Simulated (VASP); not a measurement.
A run of VASP 6.6.1:

Contents of INCAR:

```
ALGO = Normal
EDIFF = 1E-6
ENCUT = 520
GGA = PS
ISIF = 2
ISMEAR = 0
ISPIN = 2
LASPH = True
LCHARG = False
LMAXMIX = 4
LORBIT = 11
LREAL = False
LWAVE = False
MAGMOM = 2.74 0.38
NBANDS = 18
NELM = 150
PREC = Accurate
SIGMA = 0.1
```

File KPOINTS:

```
k-points
0
Gamma
  20 20 20
```

Contents of POSCAR:

```
CoO
1.0
   -1.4734662889      1.4734662889      2.0833600292
    1.4734662889     -1.4734662889      2.0833600292
    1.4734662889      1.4734662889     -2.0833600292
Co O
1 1
Direct
    0.0000000000      0.0000000000      0.0000000000
    0.5000000000      0.5000000000      0.0000000000
```

Potentials or basis: VASP PAW PBE potentials, release 64 (Co, O).

Launch:

```sh
$ cat potpaw_PBE.64/Co/POTCAR potpaw_PBE.64/O/POTCAR > POTCAR
$ mpirun -np 1 vasp_std > vasp.out
```

Hardware: 1 thread of Intel(R) Xeon(R) 6975P-C (Granite Rapids) (shared host).

Problem. How long does it take, and how much memory?

Solution. Wall time 2.4 min on 1 thread of Intel(R) Xeon(R) 6975P-C (Granite Rapids), with other jobs on the host, peak memory 0.42 GiB. Counts: scf iterations 15, k points 641.
